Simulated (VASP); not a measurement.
Tl, 1 atom in the cell. It takes space group I4/mmm (No. 139, tetragonal). The conventional cell has a = 3.282 Å, b = 3.282 Å, c = 5.570 Å, α = 90.00°, β = 90.00°, γ = 90.00°. Tl (site symmetry 4/mmm) has 12 Tl at 3.28 to 3.63 Å within 4.3 Å.  This cell differs from its parent crystal: ratio of the length along z to the lengths across it x 1.2, volume and fractional coordinates fixed.

| Quantity | Value |
| --- | --- |
| Program | VASP 6.6.1 |
| Task | single point |
| Functional | LDA |
| Potentials or basis | VASP PAW LDA potentials, release 64 (Tl_d) |
| Cutoff | 520 eV |
| k mesh | 18 × 18 × 18 |
| Occupations | gaussian, width 0.15 eV |
| Spin | no spin polarisation |
| Dipole correction | no |
| Further INCAR settings | ALGO = Fast; EDIFF = 1e-06; NBANDS = 12 |

Potentials or basis: VASP PAW LDA potentials, release 64 (Tl_d).

Command:

```bash
$ cat potpaw_LDA.64/Tl_d/POTCAR > POTCAR
$ mpirun -np 1 vasp_std > vasp.out
```

Hardware: 1 thread of Intel(R) Xeon(R) Platinum 8375C CPU @ 2.90GHz (Ice Lake) (shared host).

**Question.** How long does it take, and how much memory?

**Answer.** It took 110 s on 1 thread of Intel(R) Xeon(R) Platinum 8375C CPU @ 2.90GHz (Ice Lake), on a shared host, peak memory 0.26 GiB. Counts: scf iterations 11, k points 480.
